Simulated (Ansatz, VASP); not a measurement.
Two plane-wave programs on BiB

The input INCAR:

```
  ALGO = Normal
  EDIFF = 1E-8
  ENCUT = 520
  GGA = PE
  ISIF = 2
  ISMEAR = -1
  LASPH = T
  LCHARG = F
  LEFG = T
  LREAL = F
  LWAVE = F
  NBANDS = 16
  NELM = 100
  PREC = Accurate
  SIGMA = 0.05
```

The input KPOINTS:

```
k-points
0
Gamma
  11 11 11
```

Contents of POSCAR:

```
BiB
1.0
    0.0000000000      2.7434504157      2.7434504157
    2.7434504157      0.0000000000      2.7434504157
    2.7434504157      2.7434504157      0.0000000000
B Bi
1 1
Direct
    0.0000000000      0.0000000000      0.0000000000
    0.2500000000      0.2500000000      0.2500000000
```

Input for Ansatz:

```yaml
crystal:
  lattice:
    - [0.0, 2.7434504157, 2.7434504157]
    - [2.7434504157, 0.0, 2.7434504157]
    - [2.7434504157, 2.7434504157, 0.0]
  atoms:
    - { symbol: B, position: [0.0, 0.0, 0.0] }
    - { symbol: Bi, position: [0.25, 0.25, 0.25] }
kpoints:
  mp_grid: { grid: [11, 11, 11] }
scf:
  occupations: { method: fermi_dirac, width: 0.05 }
hamiltonian:
  xc: pbe
  pseudopotentials: { kind: paw }
output:
  forces: true
  stress: true
  eigenvalues: true
  efg: { contact_densities: true }
```

Change from the starting cell: volume scaled by 0.98, PAW files.

Alike in both runs: task electric field gradients; functional PBE; k mesh 11 × 11 × 11; occupations fermi-dirac, width 0.05 eV; no spin polarisation.

|  | VASP | Ansatz |
| --- | --- | --- |
| version | VASP 6.6.1 | Ansatz 0.2.0 |
| potentials or method | VASP PAW PBE potentials, release 64 (B, Bi_d) | PAW with Ansatz's default frozen-core files, scalar-relativistic |
| plane-wave cutoff (eV) | 520 | 420 |
| valence electrons in the cell | 18 | 18 |

VASP gave:

```
pressure (GPa) : 1.4
```

Estimate Ansatz's values.

pressure (GPa): 1.5.

Neither program's run includes spin-orbit coupling.
